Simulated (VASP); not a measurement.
# Ti (I4/mmm) in VASP: a series of runs

Ti is run at these levels: PBEsol; tasks: single point.

Program: VASP 6.6.1. These are calculated values, not measurements. Logs are shortened: lines on timing, memory, paths and dates and some standing lists are left out, and cuts for length are marked.

**1. The cell of the first run**

Symmetry: I4/mmm, No. 139, tetragonal system. Conventional cell: a = 2.914 Å, b = 2.914 Å, c = 3.938 Å, α = 90.00°, β = 90.00°, γ = 90.00°. Within 3.8 Å of Ti (site symmetry 4/mmm) lie 12 Ti at 2.85 to 2.91 Å.

**2. Single point, PBEsol (strain +0.015 along x and y, -0.030 along z)**

File INCAR:

```
SYSTEM = Ti
ALGO = Normal
EDIFF = 1E-6
ENCUT = 520
GGA = PS
ISIF = 2
ISMEAR = 0
LASPH = .True.
LCHARG = .False.
LREAL = .False.
LWAVE = .False.
NBANDS = 12
NELM = 100
PREC = Accurate
SIGMA = 0.15
```

File KPOINTS:

```
k-points
0
Gamma
  10 10 10
  0 0 0
```

File POSCAR:

```
Ti
1.0
    0.0000000000      2.0604500000      1.9691000000
    2.0604500000      0.0000000000      1.9691000000
    2.0604500000      2.0604500000      0.0000000000
Ti
1
Direct
    0.0000000000      0.0000000000      0.0000000000
```

Potentials or basis: VASP PAW PBE potentials, release 64 (Ti_sv).

Run with:

```console
$ cat potpaw_PBE.64/Ti_sv/POTCAR > POTCAR
$ mpirun -np 1 vasp_std > vasp.out
```

OUTCAR:

```text
SYSTEM = Ti
   EDIFF = 1E-6
   ENCUT = 520
   GGA = PS
   ISIF = 2
   ISMEAR = 0
   LASPH = .True.
   LREAL = .False.
   NELM = 100
   PREC = Accurate

 ion  position               nearest neighbor table
   1  0.000  0.000  0.000-

  LATTYP: Found a body centered tetragonal cell.
 ALAT       =     2.9139163346
 C/A-ratio  =     1.3515144389

  Lattice vectors:

 A1 = (   0.0000000000,  -2.0604500000,  -1.9691000000)
 A2 = (   0.0000000000,   2.0604500000,  -1.9691000000)
 A3 = (   2.0604500000,   0.0000000000,   1.9691000000)

Analysis of symmetry for initial positions (statically):
=====================================================================
 Subroutine PRICEL returns:
 Original cell was already a primitive cell.

 Routine SETGRP: Setting up the symmetry group for a
 body centered tetragonal supercell.

 Subroutine GETGRP returns: Found 16 space group operations
 (whereof 16 operations were pure point group operations)
 out of a pool of 16 trial point group operations.

The static configuration has the point symmetry D_4h.

Analysis of symmetry for dynamics (positions and initial velocities):
=====================================================================
 Subroutine PRICEL returns:
 Original cell was already a primitive cell.

 Routine SETGRP: Setting up the symmetry group for a
 body centered tetragonal supercell.

 Subroutine GETGRP returns: Found 16 space group operations
 (whereof 16 operations were pure point group operations)
 out of a pool of 16 trial point group operations.

The dynamic configuration has the point symmetry D_4h.

 Subroutine INISYM returns: Found 16 space group operations
 (whereof 16 operations are pure point group operations),
 and found     1 'primitive' translations

----------------------------------------------------------------------------------------

                                     Primitive cell

  volume of cell :      16.7194

  direct lattice vectors                    reciprocal lattice vectors
     0.000000000  2.060450000  1.969100000    -0.242665437  0.242665437  0.253923112
     2.060450000  0.000000000  1.969100000     0.242665437 -0.242665437  0.253923112
     2.060450000  2.060450000  0.000000000     0.242665437  0.242665437 -0.253923112

  length of vectors
     2.850054212  2.850054212  2.913916335     0.426907456  0.426907456  0.426907456

  position of ions in fractional coordinates (direct lattice)
     0.000000000  0.000000000  0.000000000

  ion indices of the primitive-cell ions
   primitive index   ion index
                 1           1

----------------------------------------------------------------------------------------

 KPOINTS: k-points

Automatic generation of k-mesh.
 Grid dimensions read from file:
 generate k-points for:   10   10   10

 Generating k-lattice:

  Cartesian coordinates                     Fractional coordinates (reciprocal lattice)
    -0.024266544  0.024266544  0.025392311     0.100000000 -0.000000000  0.000000000
     0.024266544 -0.024266544  0.025392311    -0.000000000  0.100000000  0.000000000
     0.024266544  0.024266544 -0.025392311     0.000000000  0.000000000  0.100000000

  Length of vectors
     0.042690746  0.042690746  0.042690746

  Shift w.r.t. Gamma in fractional coordinates (k-lattice)
     0.000000000  0.000000000  0.000000000

 Subroutine IBZKPT returns following result:
 ===========================================

 Found    102 irreducible k-points:

 Following reciprocal coordinates:
            Coordinates               Weight
  0.000000  0.000000  0.000000      1.000000
  0.100000 -0.000000  0.000000      8.000000
  0.200000 -0.000000  0.000000      8.000000
  0.300000 -0.000000  0.000000      8.000000
  0.400000  0.000000  0.000000      8.000000
  0.500000  0.000000  0.000000      4.000000
[... 16 lines left out ...]
  0.300000  0.300000  0.000000      2.000000
  0.400000  0.300000  0.000000      8.000000
 [... further k-points ...]
   k-points           NKPTS =    102   k-points in BZ     NKDIM =    102   number of bands    NBANDS=     12
   number of dos      NEDOS =    301   number of ions     NIONS =      1
   total plane-waves  NPLWV =  13824
   dimension x,y,z NGX =    24 NGY =   24 NGZ =   24
   dimension x,y,z NGXF=    48 NGYF=   48 NGZF=   48
   ions per type =               1
   NGX,Y,Z   is equivalent  to a cutoff of  14.00, 14.00, 13.69 a.u.
   NGXF,Y,Z  is equivalent  to a cutoff of  28.00, 28.00, 27.39 a.u.
 SYSTEM =  Ti
   PREC   = accura    normal or accurate (medium, high low for compatibility)
   ISTART =      0    job   : 0-new  1-cont  2-samecut
   ICHARG =      2    charge: 1-file 2-atom 10-const
   ISPIN  =      1    spin polarized calculation?
   LNONCOLLINEAR =      F non collinear calculations
   LSORBIT =      F    spin-orbit coupling
   LASPH  =      T    aspherical Exc in radial PAW
   ENCUT  =  520.0 eV  38.22 Ry    6.18 a.u.   5.30  5.30  5.42*2*pi/ulx,y,z
   NELM   =    100;   NELMIN=  2; NELMDL= -5     # of ELM steps
   EDIFF  = 0.1E-05   stopping-criterion for ELM
   LREAL  =      F    real-space projection
   EDIFFG = 0.1E-04   stopping-criterion for IOM
   NSW    =      0    number of steps for IOM
   IBRION =     -1    ionic relax: 0-MD 1-quasi-New 2-CG
   NFREE  =      0    steps in history (QN), initial steepest desc. (CG)
   ISIF   =      2    stress and relaxation
   ISYM   =      2    0-nonsym 1-usesym 2-fastsym
   POTIM  = 0.5000    time-step for ionic-motion
   TEBEG  =    0.0;   TEEND  =   0.0 temperature during run
   PSTRESS=    0.0 pullay stress
   NELECT =      12.0000    total number of electrons
   NUPDOWN=      -1.0000    fix difference up-down
   EMIN   =  10.00;   EMAX   =-10.00  energy-range for DOS
   EFERMI =   0.00;   METHOD = LEGACY
   ISMEAR =     0;   SIGMA  =   0.15  broadening in eV -4-tet -1-fermi 0-gaus
   EFERMI_NEDOS =   21; number of points for ismear=-14 and -15
   IALGO  =     38    algorithm
   IMIX   =      4    mixing-type and parameters
     AMIX     =   0.40;   BMIX     =  1.00
     AMIX_MAG =   1.60;   BMIX_MAG =  1.00
  volume/ion in A,a.u.               =      16.72       112.83
  Fermi-wavevector in a.u.,A,eV,Ry     =   1.465755  2.769875 29.231254  2.148437
  Thomas-Fermi vector in A             =   2.581574
   LORBIT       =      0    0 simple, 1 ext, 2 COOP (PROOUT), +10 PAW based schemes
   GGA     = PS    functional components
   LHFCALC =     F    Hartree Fock is set to
   AEXX    =    0.0000 exact exchange contribution
   IVDW    =     0    specifies the selected vdW correction
   LEPSILON=     F    determine dielectric tensor
   LRPA    =     F    only Hartree local field effects (RPA)
 non-spin polarized calculation
 Gauss-broadening in eV      SIGMA  =   0.15
  energy-cutoff  :      520.00
  volume of cell :       16.72
 maximum number of plane-waves:       471
 NGX is ok and might be reduce to    24
   NGX = 11   NGY = 11   NGZ = 11

 number of electron      12.0000004 magnetization

 Free energy of the ion-electron system (eV)
  ---------------------------------------------------
  ext. energy  EPLUGINS =         0.00000000
  ---------------------------------------------------
  free energy    TOTEN  =        -8.28929347 eV

  energy without entropy =       -8.26932018  energy(sigma->0) =       -8.27930682

 E-fermi :   8.5033     XC(G=0): -11.8181

 val. band max:        8.4963165787   @ k =   0.3000  -0.0000   0.0000
 cond. band min:       8.5064257686   @ k =  -0.3000   0.4000   0.3000
 fundamental gap:      0.0101091899
 Fermi energy:         8.5033050090

 k-point     1 :       0.0000    0.0000    0.0000
  band No.  band energies     occupation
      1     -47.9047      2.00000
      2     -23.8127      2.00000
      3     -23.8127      2.00000
      4     -23.8072      2.00000
      5       2.3157      2.00000
      6       9.2959      0.00000
      7       9.2959      0.00000
      8       9.6572      0.00000
      9      10.8969      0.00000
     10      11.3127      0.00000
     11      24.0174      0.00000
     12      28.2250      0.00000

 k-point     2 :       0.1000   -0.0000    0.0000
  band No.  band energies     occupation
      1     -47.8910      2.00000
      2     -23.8870      2.00000
      3     -23.8244      2.00000
      4     -23.8163      2.00000
      5       2.6485      2.00000
      6       9.1699      0.00000
      7       9.4071      0.00000
      8       9.6971      0.00000
      9      10.8456      0.00000
     10      11.2250      0.00000
     11      24.2633      0.00000
     12      26.5470      0.00000

 k-point     3 :       0.2000   -0.0000    0.0000
  band No.  band energies     occupation
      1     -47.8548      2.00000
      2     -24.0835      2.00000
      3     -23.8548      2.00000
      4     -23.8351      2.00000
      5       3.5635      2.00000
      6       8.7684      0.01244
      7       9.5362      0.00000
      8       9.8553      0.00000
      9      10.9243      0.00000
     10      11.1509      0.00000
     11      23.2107      0.00000
     12      25.0222      0.00000
[... 286 lines left out ...]
 k-point    23 :       0.3000    0.3000    0.0000
  band No.  band energies     occupation
      1     -47.7683      2.00000
      2     -24.2953      2.00000
      3     -24.0134      2.00000
      4     -24.0134      2.00000
      5       5.4279      2.00000
      6       7.4962      2.00000
      7       9.9272      0.00000
      8      10.9976      0.00000
      9      10.9976      0.00000
     10      11.7438      0.00000
     11      23.3385      0.00000
     12      23.3385      0.00000

 k-point    24 :       0.4000    0.3000    0.0000
  band No.  band energies     occupation
      1     -47.7382      2.00000
      2     -24.3978      2.00000
      3     -24.0636      2.00000
      4     -24.0483      2.00000
      5       5.9439      2.00000
      6       7.2045      2.00000
      7       9.8216      0.00000
      8      11.1261      0.00000
      9      12.0968      0.00000
     10      12.1863      0.00000
     11      20.8834      0.00000
     12      22.4121      0.00000

 [... further k-points ...]
[... 5 lines left out ...]
  --------------------------------------------------------------------------------------
  -------------------------------------------------------------------------------------
  Total       -0.1121487     -0.1121487      0.0542011      0.0000000      0.0000000     -0.0000000
  in kB      -10.7468881    -10.7468881      5.1939413      0.0000000      0.0000000     -0.0000000
  external PRESSURE =      -5.4332783 kB  Pullay stress =       0.0000000 kB

 VOLUME and BASIS-vectors are now :
 -----------------------------------------------------------------------------
  energy-cutoff  :      520.00
  volume of cell :       16.72
      direct lattice vectors                 reciprocal lattice vectors
     0.000000000  2.060450000  1.969100000    -0.242665437  0.242665437  0.253923112
     2.060450000  0.000000000  1.969100000     0.242665437 -0.242665437  0.253923112
     2.060450000  2.060450000  0.000000000     0.242665437  0.242665437 -0.253923112

 POSITION                                       TOTAL-FORCE (eV/Angst)
 -----------------------------------------------------------------------------------
      0.00000      0.00000      0.00000         0.000000      0.000000      0.000000
 -----------------------------------------------------------------------------------
    total drift:                                0.000000      0.000000     -0.000000

  FREE ENERGIE OF THE ION-ELECTRON SYSTEM (eV)
  ---------------------------------------------------
  free  energy   TOTEN  =        -8.2892934712 eV

  energy  without entropy=       -8.2693201771  energy(sigma->0) =       -8.27930682
```

Wall time 39 s (1 thread of Intel Xeon 6975P-C, shared host); peak memory 0.15 GiB.

What came out:

```yaml
Free_energy: -8.2893 eV
Pressure: -0.5 GPa
Band_gap_on_the_k_mesh: zero (band 6 reaches 9.30 eV, above the bottom of band 7 at 8.18 eV)
```

Stress tensor (GPa, compression positive):
```
-1.07  0.00  0.00
 0.00 -1.07  0.00
 0.00  0.00  0.52
```

Levels at points of the mesh, in eV from the Fermi level:
```tsv
k point	band 4	band 5	band 6	band 7	band 8	band 9
(0.00, 0.00, 0.00)	-32.31	-6.19	0.79	0.79	1.15	2.39
(0.50, 0.00, 0.00)	-32.39	-2.68	0.56	0.75	0.99	3.67
(0.50, 0.50, 0.00)	-32.62	-2.70	-1.89	3.61	3.73	4.07
(0.50, 0.00, 0.50)	-32.53	-2.73	-1.76	2.74	3.73	3.92
```

Caveat: the cell differs from its parent crystal (strain +0.015 along x and y, -0.030 along z); the PAW data sets were made with another functional, which shifts forces and pressure a little.

**3. Single point, PBEsol (strain +0.030 along x and y, -0.030 along z)**

File INCAR:

```
ALGO = Normal ; EDIFF = 1E-6
ENCUT = 520 ; GGA = PS
ISIF = 2 ; ISMEAR = 0
LASPH = T ; LCHARG = F
LREAL = F ; LWAVE = F
NBANDS = 12 ; NELM = 100
PREC = Accurate ; SIGMA = 0.15
```

File KPOINTS:

```
k-points
0
Gamma
  10 10 10
```

File POSCAR:

```
Ti
1.0
    0.0000000000      2.0909000000      1.9691000000
    2.0909000000      0.0000000000      1.9691000000
    2.0909000000      2.0909000000      0.0000000000
Ti
1
Direct
    0.0000000000      0.0000000000      0.0000000000
```

Potentials or basis: VASP PAW PBE potentials, release 64 (Ti_sv).

Run with:

```console
$ cat potpaw_PBE.64/Ti_sv/POTCAR > POTCAR
$ mpirun -np 1 vasp_std > vasp.out
```

Wall time 35 s (1 thread of Intel Xeon 6975P-C, shared host); peak memory 0.15 GiB.

It converged, with:

* Free energy: -8.2810 eV
* Pressure: -3.7 GPa
* Band gap on the k mesh: zero (band 6 reaches 9.02 eV, above the bottom of band 7 at 7.85 eV)

Stress tensor (GPa, compression positive):
```
-4.31  0.00  0.00
 0.00 -4.31  0.00
 0.00  0.00 -2.41
```

Levels at points of the mesh, in eV from the Fermi level:
```
           k point  band 2  band 3  band 4  band 5  band 6  band 7  band 8  band 9  band 10  band 11
(0.00, 0.00, 0.00)  -32.40  -32.40  -32.39   -6.11    0.75    0.75    1.21    2.25     2.77    15.38
(0.50, 0.00, 0.00)  -33.09  -32.51  -32.45   -2.61    0.50    0.68    1.05    3.51     3.75     8.29
(0.50, 0.50, 0.00)  -33.04  -32.69  -32.69   -2.58   -1.82    3.61    3.66    3.93     3.93    11.17
(0.50, 0.00, 0.50)  -33.05  -32.65  -32.58   -2.62   -1.66    2.52    3.60    3.74     4.07    10.30
```

Caveat: the cell differs from its parent crystal (strain +0.030 along x and y, -0.030 along z); the PAW data sets were made with another functional, which shifts forces and pressure a little.

**4. Single point, PBEsol (strain +0.030 along x and y, -0.015 along z)**

File INCAR:

```
SYSTEM = Ti
  PREC = Accurate
  ENCUT = 520
  EDIFF = 1E-6
  ISMEAR = 0
  SIGMA = 0.15
  LREAL = .False.
  LASPH = .True.
  NELM = 100
  ALGO = Fast
  ISIF = 2
  LWAVE = .False.
  LCHARG = .False.
  GGA = PS
  NBANDS = 12
```

File KPOINTS:

```
Automatic mesh
0
Gamma
  10 10 10
  0 0 0
```

File POSCAR:

```
Ti
1.0
    0.0000000000      2.0909000000      1.9995500000
    2.0909000000      0.0000000000      1.9995500000
    2.0909000000      2.0909000000      0.0000000000
Ti
1
Direct
    0.0000000000      0.0000000000      0.0000000000
```

Run with:

```console
$ cat potpaw_PBE.64/Ti_sv/POTCAR > POTCAR
$ mpirun -np 1 vasp_std > vasp.out
```

It used 48 s of CPU time on 1 thread of Intel Xeon 6975P-C, with other jobs on the host.

Results (log left out):

```
Free energy            : -8.2756 eV
Pressure               : -5.2 GPa
Band gap on the k mesh : zero (band 6 reaches 8.80 eV, above the bottom of band 7 at 7.71 eV)
```

Stress tensor (GPa, compression positive):
```
-5.70  0.00  0.00
 0.00 -5.70  0.00
 0.00  0.00 -4.17
```

Levels at points of the mesh, in eV from the Fermi level:
```
           k point  band 3  band 4  band 5  band 6  band 7  band 8  band 9  band 10
(0.00, 0.00, 0.00)  -32.45  -32.44   -6.08    0.77    0.77    1.11    2.28     2.67
(0.50, 0.00, 0.00)  -32.55  -32.51   -2.58    0.56    0.63    0.96    3.48     3.65
(0.50, 0.50, 0.00)  -32.71  -32.71   -2.54   -1.75    3.37    3.54    3.85     3.85
(0.50, 0.00, 0.50)  -32.69  -32.64   -2.57   -1.64    2.55    3.54    3.71     3.96
```

Caveat: the cell differs from its parent crystal (strain +0.030 along x and y, -0.015 along z); the PAW data sets were made with another functional, which shifts forces and pressure a little.

**5. The runs side by side**

| cell | gap on the mesh (eV) | pressure (GPa) |
| --- | --- | --- |
| a = 2.850, b = 2.850, c = 2.914 Å, angles 59.3, 59.3, 61.5°, 1 atom | none | -0.5 |
| a = 2.872, b = 2.872, c = 2.957 Å, angles 59.0, 59.0, 62.0°, 1 atom | none | -3.7 |
| a = 2.893, b = 2.893, c = 2.957 Å, angles 59.3, 59.3, 61.5°, 1 atom | none | -5.2 |

Alike in all rows: task single point; level PBEsol; potentials or basis VASP PAW PBE potentials, release 64 (Ti_sv); no spin polarisation; k mesh 10 × 10 × 10; cutoff (eV) 520; smearing gaussian 0.15 eV.

Caveats: the PAW data sets were made with another functional, which shifts forces and pressure a little.

Total energies depend on the potentials used, so only differences within one code and one set of settings carry meaning.
